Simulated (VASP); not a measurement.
# NaH (P4/mmm) in VASP: single point with HSE06

Aim: the single point of NaH with HSE06.

Program: VASP 6.6.1. These are calculated values, not measurements. Logs are shortened: lines on timing, memory, paths and dates and some standing lists are left out, and cuts for length are marked.

**1. The cell of the first run**

The structure is tetragonal, space group P4/mmm (No. 123). The conventional cell has a = 2.932 Å, b = 2.932 Å, c = 2.944 Å, α = 90.00°, β = 90.00°, γ = 90.00°. Within 3.4 Å of Na (site symmetry 4/mmm) lie 8 H at 2.54 Å and 6 Na at 2.93 to 2.94 Å. H (site symmetry 4/mmm) has 8 Na at 2.54 Å and 6 H at 2.93 to 2.94 Å within 3.4 Å.

**2. Single point, HSE06 (uniaxial x strain +0.4%)**

POSCAR reads:

```
NaH
1.0
    2.9441207713      0.0000000000      0.0000000000
    0.0000000000      2.9323912064      0.0000000000
    0.0000000000      0.0000000000      2.9323912064
Na H
1 1
Direct
    0.0000000000      0.0000000000      0.0000000000
    0.5000000000      0.5000000000      0.5000000000
```

INCAR.step1 reads:

```
PREC     = Accurate       # precision mode
ENCUT    = 520            # plane-wave cutoff, eV
EDIFF    = 1E-5           # SCF threshold, eV
ISMEAR   = 0              # smearing method
SIGMA    = 0.01           # smearing width, eV
LREAL    = False          # projectors in reciprocal space
LASPH    = True           # aspherical terms in the spheres
NELM     = 80             # most SCF steps
ALGO     = Normal         # electronic algorithm
ISIF     = 2              # what is computed and relaxed
LWAVE    = True           # write WAVECAR
LCHARG   = False          # write CHGCAR
GGA      = PE             # functional
NBANDS   = 11             # bands
```

INCAR.step2 reads:

```
PREC     = Accurate       # precision mode
ENCUT    = 520            # plane-wave cutoff, eV
EDIFF    = 1E-7           # SCF threshold, eV
ISMEAR   = 0              # smearing method
SIGMA    = 0.01           # smearing width, eV
LREAL    = False          # projectors in reciprocal space
LASPH    = True           # aspherical terms in the spheres
NELM     = 80             # most SCF steps
ALGO     = Normal         # electronic algorithm
ISIF     = 2              # what is computed and relaxed
LWAVE    = False          # write WAVECAR
LCHARG   = False          # write CHGCAR
GGA      = PE             # functional
LHFCALC  = True           # exact exchange
HFSCREEN = 0.2079         # screening, 1/A
PRECFOCK = Normal       
ISTART   = 1            
NBANDS   = 11             # bands
```

KPOINTS reads:

```
Automatic mesh
0
Gamma
  6 6 6
```

Potentials or basis: VASP PAW PBE potentials, release 64 (Na_pv, H).

Run with:

```sh
> cat potpaw_PBE.64/Na_pv/POTCAR potpaw_PBE.64/H/POTCAR > POTCAR
> cp INCAR.step1 INCAR
> mpirun -np 1 vasp_std > vasp.out
> cp INCAR.step2 INCAR
> mpirun -np 1 vasp_std > vasp.out
```

OUTCAR:

```text
PREC = Accurate
   ENCUT = 520
   EDIFF = 1E-7
   ISMEAR = 0
   LREAL = False
   LASPH = True
   NELM = 80
   ISIF = 2
   GGA = PE
   LHFCALC = True
   HFSCREEN = 0.2079
   PRECFOCK = Normal
   ISTART = 1

 ion  position               nearest neighbor table
   1  0.000  0.000  0.000-
   2  0.500  0.500  0.500-

  LATTYP: Found a simple tetragonal cell.
 ALAT       =     2.9323912064
 C/A-ratio  =     1.0040000000

  Lattice vectors:

 A1 = (   0.0000000000,   2.9323912064,   0.0000000000)
 A2 = (   0.0000000000,   0.0000000000,   2.9323912064)
 A3 = (   2.9441207713,   0.0000000000,   0.0000000000)

Analysis of symmetry for initial positions (statically):
=====================================================================
 Subroutine PRICEL returns:
 Original cell was already a primitive cell.

 Routine SETGRP: Setting up the symmetry group for a
 simple tetragonal supercell.

 Subroutine GETGRP returns: Found 16 space group operations
 (whereof 16 operations were pure point group operations)
 out of a pool of 16 trial point group operations.

The static configuration has the point symmetry D_4h.

Analysis of symmetry for dynamics (positions and initial velocities):
=====================================================================
 Subroutine PRICEL returns:
 Original cell was already a primitive cell.

 Routine SETGRP: Setting up the symmetry group for a
 simple tetragonal supercell.

 Subroutine GETGRP returns: Found 16 space group operations
 (whereof 16 operations were pure point group operations)
 out of a pool of 16 trial point group operations.

The dynamic configuration has the point symmetry D_4h.

 Subroutine INISYM returns: Found 16 space group operations
 (whereof 16 operations are pure point group operations),
 and found     1 'primitive' translations

----------------------------------------------------------------------------------------

                                     Primitive cell

  volume of cell :      25.3163

  direct lattice vectors                    reciprocal lattice vectors
     2.944120771  0.000000000  0.000000000     0.339659979  0.000000000  0.000000000
     0.000000000  2.932391206  0.000000000     0.000000000  0.341018619  0.000000000
     0.000000000  0.000000000  2.932391206     0.000000000  0.000000000  0.341018619

  length of vectors
     2.944120771  2.932391206  2.932391206     0.339659979  0.341018619  0.341018619

  position of ions in fractional coordinates (direct lattice)
     0.000000000  0.000000000  0.000000000
     0.500000000  0.500000000  0.500000000

  ion indices of the primitive-cell ions
   primitive index   ion index
                 1           1
                 2           2

----------------------------------------------------------------------------------------

 KPOINTS: Automatic mesh

Automatic generation of k-mesh.
 Grid dimensions read from file:
 generate k-points for:    6    6    6

 Generating k-lattice:

  Cartesian coordinates                     Fractional coordinates (reciprocal lattice)
     0.056609997  0.000000000  0.000000000     0.166666667  0.000000000  0.000000000
     0.000000000  0.056836437  0.000000000     0.000000000  0.166666667  0.000000000
     0.000000000  0.000000000  0.056836437     0.000000000  0.000000000  0.166666667

  Length of vectors
     0.056609997  0.056836437  0.056836437

  Shift w.r.t. Gamma in fractional coordinates (k-lattice)
     0.000000000  0.000000000  0.000000000

 Subroutine IBZKPT returns following result:
 ===========================================

 Found     40 irreducible k-points:

 Following reciprocal coordinates:
            Coordinates               Weight
  0.000000  0.000000  0.000000      1.000000
  0.166667  0.000000  0.000000      2.000000
  0.333333  0.000000  0.000000      2.000000
  0.500000  0.000000  0.000000      1.000000
  0.000000  0.166667  0.000000      4.000000
  0.166667  0.166667  0.000000      8.000000
[... 16 lines left out ...]
  0.333333  0.333333  0.166667     16.000000
  0.500000  0.333333  0.166667      8.000000
 [... further k-points ...]
   k-points           NKPTS =     40   k-points in BZ     NKDIM =    216   number of bands    NBANDS=     11
   number of dos      NEDOS =    301   number of ions     NIONS =      2
   total plane-waves  NPLWV =  13824
   dimension x,y,z NGX =    24 NGY =   24 NGZ =   24
   dimension x,y,z NGXF=    48 NGYF=   48 NGZF=   48
   ions per type =               1   1
   NGX,Y,Z   is equivalent  to a cutoff of  13.55, 13.61, 13.61 a.u.
   NGXF,Y,Z  is equivalent  to a cutoff of  27.10, 27.21, 27.21 a.u.
 SYSTEM =  unknown system
   PREC   = accura    normal or accurate (medium, high low for compatibility)
   ISTART =      1    job   : 0-new  1-cont  2-samecut
   ICHARG =      0    charge: 1-file 2-atom 10-const
   ISPIN  =      1    spin polarized calculation?
   LNONCOLLINEAR =      F non collinear calculations
   LSORBIT =      F    spin-orbit coupling
   LASPH  =      T    aspherical Exc in radial PAW
   ENCUT  =  520.0 eV  38.22 Ry    6.18 a.u.   5.47  5.45  5.45*2*pi/ulx,y,z
   NELM   =     80;   NELMIN=  2; NELMDL=  0     # of ELM steps
   EDIFF  = 0.1E-06   stopping-criterion for ELM
   LREAL  =      F    real-space projection
   EDIFFG = 0.1E-05   stopping-criterion for IOM
   NSW    =      0    number of steps for IOM
   IBRION =     -1    ionic relax: 0-MD 1-quasi-New 2-CG
   NFREE  =      0    steps in history (QN), initial steepest desc. (CG)
   ISIF   =      2    stress and relaxation
   ISYM   =      3    0-nonsym 1-usesym 2-fastsym
   POTIM  = 0.5000    time-step for ionic-motion
   TEBEG  =    0.0;   TEEND  =   0.0 temperature during run
   PSTRESS=    0.0 pullay stress
   NELECT =       8.0000    total number of electrons
   NUPDOWN=      -1.0000    fix difference up-down
   EMIN   =  10.00;   EMAX   =-10.00  energy-range for DOS
   EFERMI =   0.00;   METHOD = LEGACY
   ISMEAR =     0;   SIGMA  =   0.01  broadening in eV -4-tet -1-fermi 0-gaus
   EFERMI_NEDOS =   21; number of points for ismear=-14 and -15
   IALGO  =     38    algorithm
   IMIX   =      1    mixing-type and parameters
     AMIX     =   0.40;   BMIX     =  1.00
     AMIX_MAG =   1.60;   BMIX_MAG =  1.00
  volume/ion in A,a.u.               =      12.66        85.42
  Fermi-wavevector in a.u.,A,eV,Ry     =   1.115077  2.107191 16.917452  1.243398
  Thomas-Fermi vector in A             =   2.251679
   LORBIT       =      0    0 simple, 1 ext, 2 COOP (PROOUT), +10 PAW based schemes
   GGA     = PE    functional components
   LHFCALC =     T    Hartree Fock is set to
   PRECFOCK=normal    Normal, Fast or Accurate (Low or Medium for compatibility)
   ENCUT4O =  -1.0   cutoff for four orbital integrals eV
   NKREDX  =     1    reduce k-point grid by
   NKREDY  =     1    reduce k-point grid by
   NKREDZ  =     1    reduce k-point grid by
   AEXX    =    0.2500 exact exchange contribution
   HFSCREEN=    0.2079 screening length (either q_TF or 0.3 A-1)
   HFSCREENC=   0.2079 screening length for correlation (either q_TF or 0.3 A-1)
   ENCUTFOCK=  -1.0 apply spherical cutoff to Coloumb kernel
   IVDW    =     0    specifies the selected vdW correction
   LEPSILON=     F    determine dielectric tensor
   LRPA    =     F    only Hartree local field effects (RPA)
 non-spin polarized calculation
 Gauss-broadening in eV      SIGMA  =   0.01
  energy-cutoff  :      520.00
  volume of cell :       25.32
 maximum number of plane-waves:       696
 NGX is ok and might be reduce to    24
  NGX = 18; NGY = 18; NGZ = 18

 number of electron       8.0000014 magnetization

 Free energy of the ion-electron system (eV)
  ---------------------------------------------------
  ext. energy  EPLUGINS =         0.00000000
  ---------------------------------------------------
  free energy    TOTEN  =        -5.44378131 eV

  energy without entropy =       -5.44378131  energy(sigma->0) =       -5.44378131

 E-fermi :   0.9965     XC(G=0):  -6.8756

 val. band max:        0.8637112124   @ k =   0.5000   0.5000   0.5000
 cond. band min:       2.7127566959   @ k =   0.5000   0.0000   0.0000
 fundamental gap:      1.8490454834
 Fermi energy:         0.9964723218

 k-point     1 :       0.0000    0.0000    0.0000
  band No.  band energies     occupation
      1     -26.2124      2.00000
      2     -26.2117      2.00000
      3     -26.2117      2.00000
      4      -5.7192      2.00000
      5      11.0879      0.00000
      6      13.0295      0.00000
      7      13.1017      0.00000
      8      14.6603      0.00000
      9      14.7986      0.00000
     10      14.7986      0.00000
     11      28.3756      0.00000

 k-point     2 :       0.1667    0.0000    0.0000
  band No.  band energies     occupation
      1     -26.2573      2.00000
      2     -26.2079      2.00000
      3     -26.2079      2.00000
      4      -5.2381      2.00000
      5       8.3213      0.00000
      6      12.2433      0.00000
      7      13.5695      0.00000
      8      15.1338      0.00000
      9      15.1338      0.00000
     10      19.2281      0.00000
     11      25.2532      0.00000

 k-point     3 :       0.3333    0.0000    0.0000
  band No.  band energies     occupation
      1     -26.3462      2.00000
      2     -26.2002      2.00000
      3     -26.2002      2.00000
      4      -3.9660      2.00000
      5       4.5517      0.00000
      6      12.9210      0.00000
      7      14.9300      0.00000
      8      16.0611      0.00000
      9      16.0611      0.00000
     10      21.2234      0.00000
     11      21.9509      0.00000
[... 267 lines left out ...]
 k-point    23 :       0.3333    0.3333    0.1667
  band No.  band energies     occupation
      1     -26.3244      2.00000
      2     -26.3163      2.00000
      3     -26.2294      2.00000
      4      -2.0945      2.00000
      5       6.2747      0.00000
      6       7.3394      0.00000
      7      11.6243      0.00000
      8      13.7198      0.00000
      9      17.9744      0.00000
     10      18.6049      0.00000
     11      23.2547      0.00000

 k-point    24 :       0.5000    0.3333    0.1667
  band No.  band energies     occupation
      1     -26.3583      2.00000
      2     -26.3157      2.00000
      3     -26.2251      2.00000
      4      -1.3491      2.00000
      5       5.1254      0.00000
      6       7.9602      0.00000
      7      11.4021      0.00000
      8      12.9976      0.00000
      9      16.6687      0.00000
     10      18.8463      0.00000
     11      24.2791      0.00000

 [... further k-points ...]

------------------------ aborting loop because EDIFF is reached ----------------------------------------

  FORCE on cell =-STRESS in cart. coord.  units (eV):
  Direction    XX          YY          ZZ          XY          YZ          ZX
  --------------------------------------------------------------------------------------
  -------------------------------------------------------------------------------------
  Total       -0.0198371      0.0559066      0.0559066      0.0000000      0.0000000      0.0000000
  in kB       -1.2554215      3.5381318      3.5381318      0.0000000      0.0000000      0.0000000
  external PRESSURE =       1.9402807 kB  Pullay stress =       0.0000000 kB

 VOLUME and BASIS-vectors are now :
 -----------------------------------------------------------------------------
  energy-cutoff  :      520.00
  volume of cell :       25.32
      direct lattice vectors                 reciprocal lattice vectors
     2.944120771  0.000000000  0.000000000     0.339659979  0.000000000  0.000000000
     0.000000000  2.932391206  0.000000000     0.000000000  0.341018619  0.000000000
     0.000000000  0.000000000  2.932391206     0.000000000  0.000000000  0.341018619

 POSITION                                       TOTAL-FORCE (eV/Angst)
 -----------------------------------------------------------------------------------
      0.00000      0.00000      0.00000         0.000000      0.000000      0.000000
      1.47206      1.46620      1.46620         0.000000      0.000000      0.000000
 -----------------------------------------------------------------------------------
    total drift:                                0.000005     -0.000000     -0.000000

  FREE ENERGIE OF THE ION-ELECTRON SYSTEM (eV)
  ---------------------------------------------------
  free  energy   TOTEN  =        -5.4437813052 eV

  energy  without entropy=       -5.4437813052  energy(sigma->0) =       -5.44378131
```

Wall time 20 min (1 thread of AMD EPYC 7R43 (Zen 3), shared host); peak memory 0.21 GiB.

What came out:

| Item | Value |
| --- | --- |
| Free energy | -5.4438 eV |
| Pressure | 0.2 GPa |
| Band gap on the k mesh | 1.85 eV (least direct gap 5.69 eV) |

Caveat: the cell differs from its parent crystal (uniaxial x strain +0.4%); the structure was generated, so it needn't be the stable form of NaH; the PAW data sets were made with another functional, which shifts forces and pressure a little.
